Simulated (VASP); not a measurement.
# HfC (P6_3/mmc) in VASP: notebook, part 2 of 2

VASP 6.6.1.

## 3. Single point, PBEsol+U

POSCAR

```
HfC
1.0
    3.3428660531      0.0000000000      0.0000000000
   -1.6714330265      2.8950069234      0.0000000000
    0.0000000000      0.0000000000      5.2027140000
Hf C
2 2
Direct
    0.3333333333      0.6666666667      0.2500000000
    0.6666666667      0.3333333333      0.7500000000
    0.0000000000      0.0000000000      0.5000000000
    0.0000000000      0.0000000000      0.0000000000
```

INCAR.step1

```
PREC = Accurate
ENCUT = 520
EDIFF = 1E-7
ISMEAR = -1
SIGMA = 0.05
LREAL = False
LASPH = True
NELM = 150
ALGO = Normal
ISIF = 2
LWAVE = False
LCHARG = True
LMAXMIX = 4
LDAU = True
LDAUTYPE = 2
LDAUL = 2 -1
LDAUU = 4 0
LDAUJ = 0 0
LDAUPRINT = 1
GGA = PS
NBANDS = 22
```

KPOINTS.step1

```
regular mesh
0
Gamma
  9 9 5
```

INCAR.step2

```
PREC = Accurate
ENCUT = 520
EDIFF = 1E-7
ISMEAR = -5
SIGMA = 0.05
LREAL = False
LASPH = True
NELM = 150
ALGO = Normal
ISIF = 2
LWAVE = False
LCHARG = False
LMAXMIX = 4
LDAU = True
LDAUTYPE = 2
LDAUL = 2 -1
LDAUU = 4 0
LDAUJ = 0 0
LDAUPRINT = 1
GGA = PS
LORBIT = 11
NBANDS = 22
NEDOS = 1001
ICHARG = 11
```

KPOINTS.step2

```
regular mesh
0
Gamma
  14 14 8
```

Potentials or basis: VASP PAW PBE potentials, release 64 (Hf_pv, C).

Command:

```
> cat potpaw_PBE.64/Hf_pv/POTCAR potpaw_PBE.64/C/POTCAR > POTCAR
> cp INCAR.step1 INCAR
> cp KPOINTS.step1 KPOINTS
> mpirun -np 1 vasp_std > vasp.out
> cp INCAR.step2 INCAR
> cp KPOINTS.step2 KPOINTS
> mpirun -np 1 vasp_std > vasp.out
```

OUTCAR:

```text
PREC = Accurate
   ENCUT = 520
   EDIFF = 1E-7
   ISMEAR = -5
   LREAL = False
   LASPH = True
   NELM = 150
   ISIF = 2
   GGA = PS
   LORBIT = 11
   ICHARG = 11

 ion  position               nearest neighbor table
   1  0.333  0.667  0.250-   3 2.33   4 2.33   3 2.33   4 2.33   3 2.33   4 2.33   2 3.24   2 3.24
                             2 3.24   2 3.24   2 3.24   2 3.24
   2  0.667  0.333  0.750-   3 2.33   4 2.33   3 2.33   4 2.33   3 2.33   4 2.33   1 3.24   1 3.24
                             1 3.24   1 3.24   1 3.24   1 3.24
   3  0.000  0.000  0.500-   1 2.33   2 2.33   1 2.33   2 2.33   2 2.33   1 2.33
   4  0.000  0.000  0.000-   1 2.33   2 2.33   1 2.33   2 2.33   2 2.33   1 2.33

  LATTYP: Found a hexagonal cell.
 ALAT       =     3.3428660531
 C/A-ratio  =     1.5563632875

  Lattice vectors:

 A1 = (   3.3428660531,   0.0000000000,   0.0000000000)
 A2 = (  -1.6714330265,   2.8950069234,   0.0000000000)
 A3 = (   0.0000000000,   0.0000000000,   5.2027140000)

Analysis of symmetry for initial positions (statically):
=====================================================================
 Subroutine PRICEL returns:
 Original cell was already a primitive cell.

 Routine SETGRP: Setting up the symmetry group for a
 hexagonal supercell.

 Subroutine GETGRP returns: Found 24 space group operations
 (whereof 12 operations were pure point group operations)
 out of a pool of 24 trial point group operations.

The static configuration has the point symmetry D_3d.
 The point group associated with its full space group is D_6h.

Analysis of symmetry for dynamics (positions and initial velocities):
=====================================================================
 Subroutine PRICEL returns:
 Original cell was already a primitive cell.

 Routine SETGRP: Setting up the symmetry group for a
 hexagonal supercell.

 Subroutine GETGRP returns: Found 24 space group operations
 (whereof 12 operations were pure point group operations)
 out of a pool of 24 trial point group operations.

The dynamic configuration has the point symmetry D_3d.
 The point group associated with its full space group is D_6h.

 Subroutine INISYM returns: Found 24 space group operations
 (whereof 12 operations are pure point group operations),
 and found     1 'primitive' translations

----------------------------------------------------------------------------------------

                                     Primitive cell

  volume of cell :      50.3499

  direct lattice vectors                    reciprocal lattice vectors
[... 162 lines left out ...]
  o =  0.1516  v =  0.6349 -0.0000 -0.0000 -0.0000  0.7726  0.0000  0.0000  0.0000  0.0000  0.0000      0.0000  0.0000  0.0000  0.0000  0.0000  0.0000  0.0000  0.0000  0.0000  0.0000
  o =  0.1920  v =  0.0000  0.8813  0.0000 -0.4725  0.0000  0.0000  0.0000  0.0000  0.0000  0.0000      0.0000  0.0000  0.0000  0.0000  0.0000  0.0000  0.0000  0.0000  0.0000  0.0000
  o =  0.1920  v =  0.0000  0.0000  0.0000  0.0000  0.0000  0.0000  0.8813  0.0000 -0.4725  0.0000      0.0000  0.0000  0.0000  0.0000  0.0000  0.0000  0.0000  0.0000  0.0000  0.0000
  o =  0.1920  v =  0.0000  0.0000  0.0000  0.0000  0.0000  0.0000  0.4725  0.0000  0.8813  0.0000      0.0000  0.0000  0.0000  0.0000  0.0000  0.0000  0.0000  0.0000  0.0000  0.0000
  o =  0.1920  v =  0.0000  0.4725  0.0000  0.8813  0.0000  0.0000  0.0000  0.0000  0.0000  0.0000      0.0000  0.0000  0.0000  0.0000  0.0000  0.0000  0.0000  0.0000  0.0000  0.0000

atom =   2  type =  1  l = 2

 onsite density matrix

spin component  1

  0.1516 -0.0000 -0.0000  0.0000  0.0000
 -0.0000  0.1920  0.0000  0.0000  0.0000
 -0.0000  0.0000  0.1175  0.0000 -0.0000
  0.0000  0.0000  0.0000  0.1920  0.0000
  0.0000  0.0000 -0.0000  0.0000  0.1516

spin component  2

  0.1516 -0.0000 -0.0000  0.0000  0.0000
 -0.0000  0.1920  0.0000  0.0000  0.0000
 -0.0000  0.0000  0.1175  0.0000 -0.0000
  0.0000  0.0000  0.0000  0.1920  0.0000
  0.0000  0.0000 -0.0000  0.0000  0.1516

 occupancies and eigenvectors

  o =  0.1175  v =  0.0000  0.0000  1.0000 -0.0000  0.0000  0.0000  0.0000  0.0000  0.0000  0.0000      0.0000  0.0000  0.0000  0.0000  0.0000  0.0000  0.0000  0.0000  0.0000  0.0000
  o =  0.1175  v =  0.0000  0.0000  0.0000  0.0000  0.0000  0.0000  0.0000  1.0000 -0.0000  0.0000      0.0000  0.0000  0.0000  0.0000  0.0000  0.0000  0.0000  0.0000  0.0000  0.0000
  o =  0.1516  v =  0.8743 -0.0000 -0.0000 -0.0000 -0.4854  0.0000  0.0000  0.0000  0.0000  0.0000      0.0000  0.0000  0.0000  0.0000  0.0000  0.0000  0.0000  0.0000  0.0000  0.0000
  o =  0.1516  v =  0.0000  0.0000  0.0000  0.0000  0.0000  0.8743 -0.0000 -0.0000 -0.0000 -0.4854      0.0000  0.0000  0.0000  0.0000  0.0000  0.0000  0.0000  0.0000  0.0000  0.0000
  o =  0.1516  v =  0.0000  0.0000  0.0000  0.0000  0.0000 -0.4854 -0.0000  0.0000  0.0000 -0.8743      0.0000  0.0000  0.0000  0.0000  0.0000  0.0000  0.0000  0.0000  0.0000  0.0000
  o =  0.1516  v = -0.4854 -0.0000  0.0000  0.0000 -0.8743  0.0000  0.0000  0.0000  0.0000  0.0000      0.0000  0.0000  0.0000  0.0000  0.0000  0.0000  0.0000  0.0000  0.0000  0.0000
  o =  0.1920  v =  0.0000 -0.8813 -0.0000  0.4725  0.0000  0.0000  0.0000  0.0000  0.0000  0.0000      0.0000  0.0000  0.0000  0.0000  0.0000  0.0000  0.0000  0.0000  0.0000  0.0000
  o =  0.1920  v =  0.0000  0.0000  0.0000  0.0000  0.0000  0.0000 -0.8813 -0.0000  0.4725  0.0000      0.0000  0.0000  0.0000  0.0000  0.0000  0.0000  0.0000  0.0000  0.0000  0.0000
  o =  0.1920  v =  0.0000  0.0000  0.0000  0.0000  0.0000  0.0000  0.4725 -0.0000  0.8813 -0.0000      0.0000  0.0000  0.0000  0.0000  0.0000  0.0000  0.0000  0.0000  0.0000  0.0000
  o =  0.1920  v =  0.0000  0.4725 -0.0000  0.8813 -0.0000  0.0000  0.0000  0.0000  0.0000  0.0000      0.0000  0.0000  0.0000  0.0000  0.0000  0.0000  0.0000  0.0000  0.0000  0.0000

 number of electron      28.0000002 magnetization

 Free energy of the ion-electron system (eV)
  ---------------------------------------------------
  ext. energy  EPLUGINS =         0.00000000
  ---------------------------------------------------
  free energy    TOTEN  =       -38.02686635 eV

  energy without entropy =      -38.02686635  energy(sigma->0) =      -38.02686635

 E-fermi :   7.0366     XC(G=0): -12.4189

 val. band max:        7.0728265065   @ k =   0.3571   0.2857   0.1250
 cond. band min:       7.0140544159   @ k =   0.2857   0.2143   0.2500
 fundamental gap:     -0.0587720906
 Fermi energy:         7.0365732358

 k-point     1 :       0.0000    0.0000    0.0000
  band No.  band energies     occupation
      1     -24.6380      2.00000
      2     -24.0814      2.00000
      3     -24.0814      2.00000
      4     -23.9918      2.00000
      5     -23.9918      2.00000
      6     -23.9147      2.00000
[... 589 lines left out ...]
     21      15.0089      0.00000
     22      15.2556      0.00000

 [... further k-points ...]

------------------------ aborting loop because EDIFF is reached ----------------------------------------

  FORCE on cell =-STRESS in cart. coord.  units (eV):
  Direction    XX          YY          ZZ          XY          YZ          ZX
  --------------------------------------------------------------------------------------
  -------------------------------------------------------------------------------------
  Total        1.5194738      1.5194738      2.8517369      0.0000000      0.0000000     -0.0000000
  in kB       48.3509789     48.3509789     90.7447489      0.0000000      0.0000000     -0.0000000
  external PRESSURE =      62.4822356 kB  Pullay stress =       0.0000000 kB

 VOLUME and BASIS-vectors are now :
 -----------------------------------------------------------------------------
  energy-cutoff  :      520.00
  volume of cell :       50.35
      direct lattice vectors                 reciprocal lattice vectors
     3.342866053  0.000000000  0.000000000     0.299144502  0.172711159  0.000000000
    -1.671433026  2.895006923  0.000000000     0.000000000  0.345422317  0.000000000
     0.000000000  0.000000000  5.202714000     0.000000000  0.000000000  0.192207375

 POSITION                                       TOTAL-FORCE (eV/Angst)
 -----------------------------------------------------------------------------------
     -0.00000      1.93000      1.30068         0.000000     -0.000000      0.000000
      1.67143      0.96500      3.90204        -0.000000      0.000000      0.000000
      0.00000      0.00000      2.60136        -0.000000      0.000000      0.000000
      0.00000      0.00000      0.00000        -0.000000      0.000000      0.000000
 -----------------------------------------------------------------------------------
    total drift:                               -0.000000      0.000000     -0.000000

  FREE ENERGIE OF THE ION-ELECTRON SYSTEM (eV)
  ---------------------------------------------------
  free  energy   TOTEN  =       -38.0268663450 eV

  energy  without entropy=      -38.0268663450  energy(sigma->0) =      -38.02686635

 total charge

# of ion       s       p       d       tot
------------------------------------------
    1        0.328   6.637   1.572   8.537
    2        0.328   6.637   1.572   8.537
    3        0.873   1.498   0.000   2.371
    4        0.873   1.498   0.000   2.371
--------------------------------------------------
tot          2.403  16.270   3.143  21.816
```

Wall time 56 s (1 thread of Intel Xeon 6975P-C (Granite Rapids), shared host); peak memory 0.24 GiB.

What came out:

```
Valence electrons inside the program's atomic spheres : Hf 8.54; C 2.37
```

Eigenvalues of the final occupation matrices:
| site | spin | trace | eigenvalues |
| --- | --- | --- | --- |
| site 1 d | 1 | 0.80 | 0.12 0.15 0.15 0.19 0.19 |
| site 1 d | 2 | 0.80 | 0.12 0.15 0.15 0.19 0.19 |
| site 2 d | 1 | 0.80 | 0.12 0.15 0.15 0.19 0.19 |
| site 2 d | 2 | 0.80 | 0.12 0.15 0.15 0.19 0.19 |

Caveat: the PAW data sets were made with another functional, which shifts forces and pressure a little; spin-orbit coupling is left out, which moves the levels of the heavy elements; U without spin polarisation on a metal has little footing; the U is typed as a test and isn't derived for this compound.

## 4. Single point, PBEsol+U

POSCAR is that of step 3.

INCAR.step1

```
SYSTEM = HfC
ALGO = Normal
EDIFF = 1E-6
ENCUT = 520
GGA = PS
ISIF = 2
ISMEAR = -1
LASPH = .TRUE.
LCHARG = .TRUE.
LDAU = .TRUE.
LDAUJ = 0 0
LDAUL = 2 -1
LDAUPRINT = 1
LDAUTYPE = 2
LDAUU = 5 0
LMAXMIX = 4
LREAL = .FALSE.
LWAVE = .FALSE.
NBANDS = 22
NELM = 150
PREC = Accurate
SIGMA = 0.05
```

KPOINTS.step1

```
k-points
0
G
  9 9 5
  0 0 0
```

INCAR.step2

```
SYSTEM = HfC
ALGO = Normal
EDIFF = 1E-6
ENCUT = 520
GGA = PS
ICHARG = 11
ISIF = 2
ISMEAR = -5
LASPH = .TRUE.
LCHARG = .FALSE.
LDAU = .TRUE.
LDAUJ = 0 0
LDAUL = 2 -1
LDAUPRINT = 1
LDAUTYPE = 2
LDAUU = 5 0
LMAXMIX = 4
LORBIT = 10
LREAL = .FALSE.
LWAVE = .FALSE.
NBANDS = 22
NEDOS = 2001
NELM = 150
PREC = Accurate
SIGMA = 0.05
```

KPOINTS.step2

```
k-points
0
G
  14 14 8
  0 0 0
```

Command:

```
> cat potpaw_PBE.64/Hf_pv/POTCAR potpaw_PBE.64/C/POTCAR > POTCAR
> cp INCAR.step1 INCAR
> cp KPOINTS.step1 KPOINTS
> mpirun -np 1 vasp_std > vasp.out
> cp INCAR.step2 INCAR
> cp KPOINTS.step2 KPOINTS
> mpirun -np 1 vasp_std > vasp.out
```

Wall time 49 s (1 thread of Intel Xeon 6975P-C (Granite Rapids), shared host); peak memory 0.25 GiB.

It converged, with:

```
Valence electrons inside the program's atomic spheres : Hf 8.51; C 2.38
```

Levels at points of the mesh, in eV from the Fermi level:
| k point | band 11 | band 12 | band 13 | band 14 | band 15 | band 16 | band 17 | band 18 |
| --- | --- | --- | --- | --- | --- | --- | --- | --- |
| (0.00, 0.00, 0.00) | -3.27 | -1.52 | -1.52 | 1.06 | 1.59 | 1.59 | 1.82 | 1.97 |
| (0.50, 0.00, 0.00) | -3.75 | -3.65 | -2.02 | -1.67 | 1.08 | 4.09 | 4.40 | 5.14 |
| (0.00, 0.00, 0.50) | -2.82 | -2.82 | -2.82 | -2.82 | 3.72 | 3.72 | 4.15 | 4.15 |
| (0.50, 0.00, 0.50) | -3.18 | -3.18 | -2.72 | -2.72 | 0.85 | 0.85 | 4.98 | 4.98 |

Eigenvalues of the final occupation matrices:
| site | spin | trace | eigenvalues |
| --- | --- | --- | --- |
| site 1 d | 1 | 0.78 | 0.11 0.15 0.15 0.19 0.19 |
| site 1 d | 2 | 0.78 | 0.11 0.15 0.15 0.19 0.19 |
| site 2 d | 1 | 0.78 | 0.11 0.15 0.15 0.19 0.19 |
| site 2 d | 2 | 0.78 | 0.11 0.15 0.15 0.19 0.19 |

Caveat: the PAW data sets were made with another functional, which shifts forces and pressure a little; spin-orbit coupling is left out, which moves the levels of the heavy elements; U without spin polarisation on a metal has little footing; the U is typed as a test and isn't derived for this compound.
